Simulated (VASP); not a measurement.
Set up this calculation in VASP 6.6.1, as the native input.

| Quantity | Value |
| --- | --- |
| Task | single point |
| Functional | PBEsol |
| Potentials or basis | VASP PAW PBE potentials, release 64 (Be, S) |
| Cutoff | 600 eV |
| k mesh | 8 × 8 × 8 |
| Occupations | gaussian, width 0.02 eV |
| Spin | no spin polarisation |
| Dipole correction | no |
| Further INCAR settings | ALGO = Normal; EDIFF = 1e-06; NBANDS = 11 |

The structure of BeS (a.bB) lies in POSCAR:

```
BeS
1.0
    0.0000000000      2.4188488888      2.4188488888
    2.4188488888      0.0000000000      2.4188488888
    2.4188488888      2.4188488888      0.0000000000
Be S
1 1
Direct
    0.0000000000      0.0000000000      0.0000000000
    0.2500000000      0.2500000000      0.2500000000
```

These files were run (other wordings do the same):

INCAR

```
PREC = Accurate
ENCUT = 600
EDIFF = 1E-6
ISMEAR = 0
SIGMA = 0.02
LREAL = False
LASPH = True
NELM = 120
ALGO = Normal
ISIF = 2
LWAVE = False
LCHARG = False
GGA = PS
NBANDS = 11
GGA_COMPAT = False
```

KPOINTS

```
regular mesh
0
Gamma
  8 8 8
```

Potentials or basis: VASP PAW PBE potentials, release 64 (Be, S).

The run is started by

```bash
$ cat potpaw_PBE.64/Be/POTCAR potpaw_PBE.64/S/POTCAR > POTCAR
$ mpirun -np 1 vasp_std > vasp.out
```

Results of the run:

```yaml
Pressure: 0.2 GPa
Band_gap_on_the_k_mesh: 2.91 eV, indirect (least direct gap 5.61 eV)
```

Caveat: the PAW data sets were made with another functional, which shifts forces and pressure a little.

Wall time 10 s on 1 thread of Intel(R) Xeon(R) Platinum 8488C (Sapphire Rapids) (shared host), peak memory 0.14 GiB.
